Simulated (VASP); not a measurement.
Here is a VASP 6.6.1 calculation.

INCAR

```
SYSTEM = KPt
PREC = Accurate
ENCUT = 520
EDIFF = 1E-6
ISMEAR = -1
SIGMA = 0.1
LREAL = .FALSE.
LASPH = .TRUE.
NELM = 80
ALGO = Normal
ISIF = 2
LWAVE = .FALSE.
LCHARG = .FALSE.
GGA = PE
NBANDS = 16
```

Contents of KPOINTS:

```
regular mesh
0
G
  9 9 5
  0 0 0
```

Contents of POSCAR:

```
KPt
1.0
    2.9607759558      0.0000002848      0.0000000000
   -1.4803882246      2.5641070502      0.0000000000
    0.0000000000      0.0000000000      5.3363260281
K Pt
1 1
Direct
    0.3333333333      0.6666666667      0.5000000000
    0.0000000000      0.0000000000      0.0000000000
```

Potentials or basis: VASP PAW PBE potentials, release 64 (K_sv, Pt).

Launch:

```sh
$ cat potpaw_PBE.64/K_sv/POTCAR potpaw_PBE.64/Pt/POTCAR > POTCAR
$ mpirun -np 1 vasp_std > vasp.out
```

What does it give for the pressure?

2.2 GPa.
